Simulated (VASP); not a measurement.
# C in VASP: a series of runs

Runs on C. Level: PBE+D3(BJ). Tasks: single point, relaxation of the atoms.

Program: VASP 6.6.1. These are calculated values, not measurements. Logs are shortened: lines on timing, memory, paths and dates and some standing lists are left out, and cuts for length are marked.

**1. The cell of the first run**

The cell holds a slab with vacuum, 10 atoms: a = 2.466 Å, b = 2.465 Å, c = 30.598 Å, α = 90.00°, β = 90.00°, γ = 120.01°.

**2. Single point, PBE+D3(BJ)**

Contents of INCAR:

```
SYSTEM = C
PREC = Accurate
ENCUT = 520
EDIFF = 1E-6
ISMEAR = 0
SIGMA = 0.1
LREAL = .False.
LASPH = .True.
NELM = 100
ALGO = Normal
ISIF = 2
LWAVE = .False.
LCHARG = .False.
LDIPOL = .True.
IDIPOL = 3
DIPOL = 0.5 0.5 0.500
GGA = PE
IVDW = 12
NBANDS = 31
```

Contents of KPOINTS:

```
regular mesh
0
Gamma
  12 12 1
  0 0 0
```

Contents of POSCAR:

```
C
1.0
    2.4655379961      0.0000000000      0.0000000000
   -1.2327689981      2.1341461166      0.0000000000
    0.0000000000      0.0000000000     30.5979673684
C
10
Direct
    0.0833101797      0.1666203594      0.2777962306
    0.4166898203      0.8333796406      0.2777962306
    0.5833101797      0.1666203594      0.3888994595
    0.9166898203      0.8333796406      0.3888994595
    0.0833101797      0.1666203594      0.5000000000
    0.4166898203      0.8333796406      0.5000000000
    0.5833101797      0.1666203594      0.6111032288
    0.9166898203      0.8333796406      0.6111032288
    0.0833101797      0.1666203594      0.7222037694
    0.4166898203      0.8333796406      0.7222037694
```

Potentials or basis: VASP PAW PBE potentials, release 64 (C).

Command:

```
$ cat potpaw_PBE.64/C/POTCAR > POTCAR
$ mpirun -np 1 vasp_std > vasp.out
```

OUTCAR:

```text
SYSTEM = C
   PREC = Accurate
   ENCUT = 520
   EDIFF = 1E-6
   ISMEAR = 0
   LREAL = .False.
   LASPH = .True.
   NELM = 100
   ISIF = 2
   GGA = PE
   IVDW = 12
 IVDW          = 12

 ion  position               nearest neighbor table
   1  0.083  0.167  0.278-   2 1.42   2 1.42   2 1.42
   2  0.417  0.833  0.278-   1 1.42   1 1.42   1 1.42
   3  0.583  0.167  0.389-   4 1.42   4 1.42   4 1.42
   4  0.917  0.833  0.389-   3 1.42   3 1.42   3 1.42
   5  0.083  0.167  0.500-   6 1.42   6 1.42   6 1.42
   6  0.417  0.833  0.500-   5 1.42   5 1.42   5 1.42
   7  0.583  0.167  0.611-   8 1.42   8 1.42   8 1.42
   8  0.917  0.833  0.611-   7 1.42   7 1.42   7 1.42
   9  0.083  0.167  0.722-  10 1.42  10 1.42  10 1.42
  10  0.417  0.833  0.722-   9 1.42   9 1.42   9 1.42

  Warning from LATTYP: Monoclinic adjustment (A1->A3, A2->A1, A3->A2)!
  LATTYP: Found a base centered orthorhombic cell.
 ALAT       =     2.4655379961
 B/A-ratio  =     1.7311808781
 C/A-ratio  =    12.4102599176

  Lattice vectors:

 A1 = (   1.2327689981,  -2.1341461166,   0.0000000000)
 A2 = (   1.2327689980,   2.1341461166,   0.0000000000)
 A3 = (   0.0000000000,   0.0000000000,  30.5979673684)

Analysis of symmetry for initial positions (statically):
=====================================================================
 Subroutine PRICEL returns:
 Original cell was already a primitive cell.

 Routine SETGRP: Setting up the symmetry group for a
 base centered orthorhombic supercell.

 Subroutine GETGRP returns: Found  8 space group operations
 (whereof  4 operations were pure point group operations)
 out of a pool of  8 trial point group operations.

The static configuration has the point symmetry C_2v.
 The point group associated with its full space group is D_2h.

Analysis of symmetry for dynamics (positions and initial velocities):
=====================================================================
 Subroutine PRICEL returns:
 Original cell was already a primitive cell.

 Routine SETGRP: Setting up the symmetry group for a
 base centered orthorhombic supercell.

 Subroutine GETGRP returns: Found  8 space group operations
 (whereof  4 operations were pure point group operations)
 out of a pool of  8 trial point group operations.

The dynamic configuration has the point symmetry C_2v.
 The point group associated with its full space group is D_2h.

 Subroutine INISYM returns: Found  8 space group operations
 (whereof  4 operations are pure point group operations),
 and found     1 'primitive' translations

----------------------------------------------------------------------------------------

                                     Primitive cell

  volume of cell :     161.0009

  direct lattice vectors                    reciprocal lattice vectors
     2.465537996  0.000000000  0.000000000     0.405590991  0.234285739  0.000000000
    -1.232768998  2.134146117  0.000000000     0.000000000  0.468571478  0.000000000
     0.000000000  0.000000000 30.597967368     0.000000000  0.000000000  0.032681909

  length of vectors
     2.465537996  2.464609310 30.597967368     0.468394983  0.468571478  0.032681909

  position of ions in fractional coordinates (direct lattice)
     0.083310180  0.166620359  0.277796231
     0.416689820  0.833379641  0.277796231
     0.583310180  0.166620359  0.388899460
     0.916689820  0.833379641  0.388899460
     0.083310180  0.166620359  0.500000000
     0.416689820  0.833379641  0.500000000
     0.583310180  0.166620359  0.611103229
     0.916689820  0.833379641  0.611103229
     0.083310180  0.166620359  0.722203769
     0.416689820  0.833379641  0.722203769

  ion indices of the primitive-cell ions
   primitive index   ion index
                 1           1
                 2           2
                 3           3
                 4           4
                 5           5
                 6           6
                 7           7
                 8           8
                 9           9
                10          10

----------------------------------------------------------------------------------------

 KPOINTS: regular mesh

Automatic generation of k-mesh.
 Grid dimensions read from file:
 generate k-points for:   12   12    1

 Generating k-lattice:

  Cartesian coordinates                     Fractional coordinates (reciprocal lattice)
     0.033799249  0.019523812  0.000000000     0.083333333 -0.000000000  0.000000000
     0.000000000  0.039047623  0.000000000     0.000000000  0.083333333  0.000000000
     0.000000000  0.000000000  0.032681909     0.000000000  0.000000000  1.000000000

  Length of vectors
     0.039032915  0.039047623  0.032681909

  Shift w.r.t. Gamma in fractional coordinates (k-lattice)
     0.000000000  0.000000000  0.000000000

 Subroutine IBZKPT returns following result:
 ===========================================

 Found     43 irreducible k-points:

 Following reciprocal coordinates:
            Coordinates               Weight
  0.000000  0.000000  0.000000      1.000000
  0.083333  0.000000  0.000000      4.000000
  0.166667  0.000000  0.000000      4.000000
  0.250000  0.000000  0.000000      4.000000
  0.333333 -0.000000  0.000000      4.000000
  0.416667 -0.000000  0.000000      4.000000
[... 16 lines left out ...]
  0.333333  0.166667  0.000000      4.000000
  0.416667  0.166667  0.000000      4.000000
 [... further k-points ...]
   k-points           NKPTS =     43   k-points in BZ     NKDIM =     43   number of bands    NBANDS=     31
   number of dos      NEDOS =    301   number of ions     NIONS =     10
   total plane-waves  NPLWV =  77760
   dimension x,y,z NGX =    18 NGY =   18 NGZ =  240
   dimension x,y,z NGXF=    36 NGYF=   36 NGZF=  480
   ions per type =              10
   NGX,Y,Z   is equivalent  to a cutoff of  12.14, 12.14, 13.04 a.u.
   NGXF,Y,Z  is equivalent  to a cutoff of  24.27, 24.28, 26.08 a.u.
 SYSTEM =  C
   PREC   = accura    normal or accurate (medium, high low for compatibility)
   ISTART =      0    job   : 0-new  1-cont  2-samecut
   ICHARG =      2    charge: 1-file 2-atom 10-const
   ISPIN  =      1    spin polarized calculation?
   LNONCOLLINEAR =      F non collinear calculations
   LSORBIT =      F    spin-orbit coupling
   LASPH  =      T    aspherical Exc in radial PAW
   ENCUT  =  520.0 eV  38.22 Ry    6.18 a.u.   4.58  4.58 56.89*2*pi/ulx,y,z
   NELM   =    100;   NELMIN=  2; NELMDL= -5     # of ELM steps
   EDIFF  = 0.1E-05   stopping-criterion for ELM
   LREAL  =      F    real-space projection
   EDIFFG = 0.1E-04   stopping-criterion for IOM
   NSW    =      0    number of steps for IOM
   IBRION =     -1    ionic relax: 0-MD 1-quasi-New 2-CG
   NFREE  =      0    steps in history (QN), initial steepest desc. (CG)
   ISIF   =      2    stress and relaxation
   ISYM   =      2    0-nonsym 1-usesym 2-fastsym
   POTIM  = 0.5000    time-step for ionic-motion
   TEBEG  =    0.0;   TEEND  =   0.0 temperature during run
   PSTRESS=    0.0 pullay stress
   NELECT =      40.0000    total number of electrons
   NUPDOWN=      -1.0000    fix difference up-down
   EMIN   =  10.00;   EMAX   =-10.00  energy-range for DOS
   EFERMI =   0.00;   METHOD = LEGACY
   ISMEAR =     0;   SIGMA  =   0.10  broadening in eV -4-tet -1-fermi 0-gaus
   EFERMI_NEDOS =   21; number of points for ismear=-14 and -15
   IALGO  =     38    algorithm
   IMIX   =      4    mixing-type and parameters
     AMIX     =   0.40;   BMIX     =  1.00
     AMIX_MAG =   1.60;   BMIX_MAG =  1.00
  volume/ion in A,a.u.               =      16.10       108.65
  Fermi-wavevector in a.u.,A,eV,Ry     =   1.029166  1.944841 14.411050  1.059182
  Thomas-Fermi vector in A             =   2.163199
   LORBIT       =      0    0 simple, 1 ext, 2 COOP (PROOUT), +10 PAW based schemes
   GGA     = PE    functional components
   LHFCALC =     F    Hartree Fock is set to
   AEXX    =    0.0000 exact exchange contribution
   IVDW    =    12    specifies the selected vdW correction
   LEPSILON=     F    determine dielectric tensor
   LRPA    =     F    only Hartree local field effects (RPA)
 non-spin polarized calculation
 Gauss-broadening in eV      SIGMA  =   0.10
  energy-cutoff  :      520.00
  volume of cell :      161.00
 maximum number of plane-waves:      4396
   NGX =  9   NGY =  9   NGZ =113

 number of electron      39.9999987 magnetization

 dipolmoment           0.000000      0.000000     -0.000641 electrons x Angstroem

 Free energy of the ion-electron system (eV)
  ---------------------------------------------------
  ext. energy  EPLUGINS =         0.00000000
  ---------------------------------------------------
  free energy    TOTEN  =       -92.14052369 eV

  energy without entropy =      -92.13835543  energy(sigma->0) =      -92.13943956

 E-fermi :   0.6401     XC(G=0):  -5.9559

 val. band max:        0.5311719171   @ k =   0.3333   0.3333   0.0000
 cond. band min:       0.6418835185   @ k =   0.3333   0.3333   0.0000
 fundamental gap:      0.1107116014
 Fermi energy:         0.6401047038

 k-point     1 :       0.0000    0.0000    0.0000
  band No.  band energies     occupation
      1     -18.9890      2.00000
      2     -18.9422      2.00000
      3     -18.8762      2.00000
      4     -18.8067      2.00000
      5     -18.7527      2.00000
      6      -7.7195      2.00000
[... 23 lines left out ...]
     30       8.9634      0.00000
     31       9.0257      0.00000

 k-point     2 :       0.0833    0.0000    0.0000
  band No.  band energies     occupation
      1     -18.8236      2.00000
      2     -18.7773      2.00000
      3     -18.7120      2.00000
      4     -18.6432      2.00000
      5     -18.5897      2.00000
      6      -7.5191      2.00000
[... 740 lines left out ...]
 k-point    24 :       0.4167    0.1667    0.0000
  band No.  band energies     occupation
      1     -13.2218      2.00000
      2     -13.2105      2.00000
      3     -13.2048      2.00000
      4     -13.1993      2.00000
      5     -13.1990      2.00000
      6     -12.2005      2.00000
[... 23 lines left out ...]
     30      10.7092      0.00000
     31      12.0068      0.00000

 [... further k-points ...]

------------------------ aborting loop because EDIFF is reached ----------------------------------------

 vacuum level on the upper side and lower side of the slab       (xc-potential included)        -0.132        -0.110

 Edisp (eV)   -1.39507

 E8    (eV) :    -0.4031

  FORCE on cell =-STRESS in cart. coord.  units (eV):
  Direction    XX          YY          ZZ          XY          YZ          ZX
  --------------------------------------------------------------------------------------
  -------------------------------------------------------------------------------------
  Total       0.46466     0.45992    -0.07457    -0.00000     0.00000     0.00000
  in kB       4.62400     4.57680    -0.74206    -0.00000     0.00000     0.00000
  external pressure =        2.82 kB  Pullay stress =        0.00 kB

 VOLUME and BASIS-vectors are now :
 -----------------------------------------------------------------------------
  energy-cutoff  :      520.00
  volume of cell :      161.00
      direct lattice vectors                 reciprocal lattice vectors
     2.465537996  0.000000000  0.000000000     0.405590991  0.234285739  0.000000000
    -1.232768998  2.134146117  0.000000000     0.000000000  0.468571478  0.000000000
     0.000000000  0.000000000 30.597967368     0.000000000  0.000000000  0.032681909

 POSITION                                       TOTAL-FORCE (eV/Angst)
 -----------------------------------------------------------------------------------
     -0.00000      0.35559      8.50000        -0.000000      0.002177      0.000509
     -0.00000      1.77855      8.50000         0.000000     -0.002177      0.000509
      1.23277      0.35559     11.89953        -0.000000      0.001498      0.000498
      1.23277      1.77855     11.89953         0.000000     -0.001498      0.000498
     -0.00000      0.35559     15.29898        -0.000000      0.000971      0.000000
     -0.00000      1.77855     15.29898         0.000000     -0.000971      0.000000
      1.23277      0.35559     18.69852        -0.000000      0.001498     -0.000498
      1.23277      1.77855     18.69852         0.000000     -0.001498     -0.000498
     -0.00000      0.35559     22.09797        -0.000000      0.002177     -0.000509
     -0.00000      1.77855     22.09797         0.000000     -0.002177     -0.000509
 -----------------------------------------------------------------------------------
    total drift:                               -0.000000      0.000000     -0.146936

  FREE ENERGIE OF THE ION-ELECTRON SYSTEM (eV)
  ---------------------------------------------------
  free  energy   TOTEN  =       -93.5355926361 eV

  energy  without entropy=      -93.5334243757  energy(sigma->0) =      -93.53450851

 vacuum level on the upper side and lower side of the slab         4.803         4.828
```

Wall time 2.6 min (1 thread of Intel Xeon 6975P-C (Granite Rapids), shared host); peak memory 0.35 GiB.

What came out:

```yaml
Free_energy: -93.5356 eV
Band_gap_on_the_k_mesh: zero (filled and empty bands touch)
Dispersion_energy_per_atom: -0.140 eV
```

Forces on the atoms (eV/Å):
```
C    0.000  0.002  0.001
C    0.000 -0.002  0.001
C    0.000  0.001  0.000
C    0.000 -0.001  0.000
C    0.000  0.001  0.000
C    0.000 -0.001  0.000
C    0.000  0.001  0.000
C    0.000 -0.001  0.000
C    0.000  0.002 -0.001
C    0.000 -0.002 -0.001
```

Levels at points of the mesh, in eV from the Fermi level:
```csv
k point,band 17,band 18,band 19,band 20,band 21,band 22,band 23,band 24
"(0.00, 0.00, 0.00)",-3.01,-3.01,-3.00,-3.00,3.54,3.61,4.47,4.88
"(0.50, 0.00, 0.00)",-2.43,-2.38,-2.38,-2.36,1.66,1.70,1.72,1.80
"(0.00, 0.50, 0.00)",-2.68,-2.36,-2.02,-1.75,1.08,1.32,1.67,2.04
```

**3. Relaxation of the atoms, PBE+D3(BJ)**

Contents of INCAR:

```
SYSTEM = C
PREC     = Accurate       ! precision mode
ENCUT    = 520            ! plane-wave cutoff, eV
EDIFF    = 1E-7           ! SCF threshold, eV
ISMEAR   = 0              ! smearing method
SIGMA    = 0.1            ! smearing width, eV
LREAL    = .False.        ! projectors in reciprocal space
LASPH    = .True.         ! aspherical terms in the spheres
NELM     = 80             ! most SCF steps
ALGO     = Fast           ! electronic algorithm
ISIF     = 2              ! what is computed and relaxed
LWAVE    = .False.        ! write WAVECAR
LCHARG   = .False.        ! write CHGCAR
LDIPOL   = .True.       
IDIPOL   = 3            
DIPOL    = 0.5 0.5 0.500
GGA      = PE             ! functional
IVDW     = 12             ! dispersion correction
IBRION   = 2              ! ionic algorithm
NSW      = 90             ! ionic steps
EDIFFG   = -0.03          ! ionic threshold
```

Contents of KPOINTS:

```
Automatic mesh
0
Gamma
  12 12 1
  0 0 0
```

Contents of POSCAR:

```
C
1.0
    2.4655379968      0.0000000000      0.0000000000
   -1.2327689984      2.1341461181      0.0000000000
    0.0000000000      0.0000000000     30.5979680033
C
10
Selective dynamics
Direct
    0.0833101796      0.1666203592      0.2777962249  F F F
    0.4166898204      0.8333796408      0.2777962249  F F F
    0.5833101796      0.1666203592      0.3888994519  F F F
    0.9166898204      0.8333796408      0.3888994519  F F F
    0.0833101796      0.1666203592      0.5000000000  T T T
    0.4166898204      0.8333796408      0.5000000000  T T T
    0.5833101796      0.1666203592      0.6111032270  T T T
    0.9166898204      0.8333796408      0.6111032270  T T T
    0.0833101796      0.1666203592      0.7222037751  T T T
    0.4166898204      0.8333796408      0.7222037751  T T T
```

Potentials or basis: VASP PAW PBE potentials, release 64 (C).

Command:

```
$ cat potpaw_PBE.64/C/POTCAR > POTCAR
$ mpirun -np 1 vasp_std > vasp.out
```

It took 9.3 min on 1 thread of Oxide Virtual Turin-like, shared host; peak memory 0.3 GiB.

The run converged. Its results:

```yaml
Free_energy: -93.5356 eV
Band_gap_on_the_k_mesh: zero (filled and empty bands touch)
Dispersion_energy_per_atom: -0.140 eV
```

Final structure:
```
C
1.0
     2.46554    0.00000    0.00000
    -1.23277    2.13415    0.00000
     0.00000    0.00000   30.59797
C
10
Direct
  0.08331 0.16662 0.27780
  0.41669 0.83338 0.27780
  0.58331 0.16662 0.38890
  0.91669 0.83338 0.38890
  0.08331 0.16662 0.50000
  0.41669 0.83338 0.50000
  0.58331 0.16662 0.61110
  0.91669 0.83338 0.61110
  0.08331 0.16662 0.72220
  0.41669 0.83338 0.72220
```

Levels at points of the mesh, in eV from the Fermi level:
```
           k point  band 17  band 18  band 19  band 20  band 21  band 22  band 23  band 24
(0.50, 0.00, 0.00)    -2.43    -2.39    -2.38    -2.36     1.66     1.70     1.72     1.80
(0.00, 0.50, 0.00)    -2.68    -2.36    -2.02    -1.75     1.08     1.32     1.67     2.04
```

Caveat: the relaxation stopped at its first step, so nothing moved.
